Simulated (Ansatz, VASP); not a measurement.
**One calculation of Zn, two programs**

```
Zn
1.0
    -1.45656    1.45656    1.45656
     1.45656   -1.45656    1.45656
     1.45656    1.45656   -1.45656
Zn
1
Direct
  0.00000 0.00000 0.00000
```

Change from the starting cell: volume scaled by 0.8.

Alike in both runs: task single point; functional r2SCAN0; k mesh 8 × 8 × 8; no spin polarisation.

```csv
,VASP,Ansatz
version,VASP 6.6.1,Ansatz 0.2.0
potentials or method,"VASP PAW PBE potentials, release 64 (Zn)",PseudoDojo stringent (PBE files)
plane-wave cutoff (eV),440,1143
occupations,"methfessel-paxton of order 1, width 0.1 eV","cold, width 0.1 eV"
valence electrons in the cell,12,20
```

```csv
,VASP,Ansatz,Ansatz less VASP
gap on the k mesh at the Fermi level (eV),none,none,-
pressure (GPa),20.8,19.9,-0.83
```

VASP's potentials were made for PBE, not for r2SCAN0. A gap of «none» marks a metal or a gap that the smearing closes. VASP's potentials hold 12 valence electrons a cell and Ansatz's 20, so a difference there can come from the potentials and not from the codes.

The k mesh is coarse, so the values compare programs but aren't converged. Noted on Ansatz's run: the meta-GGA runs on potentials made for a GGA.
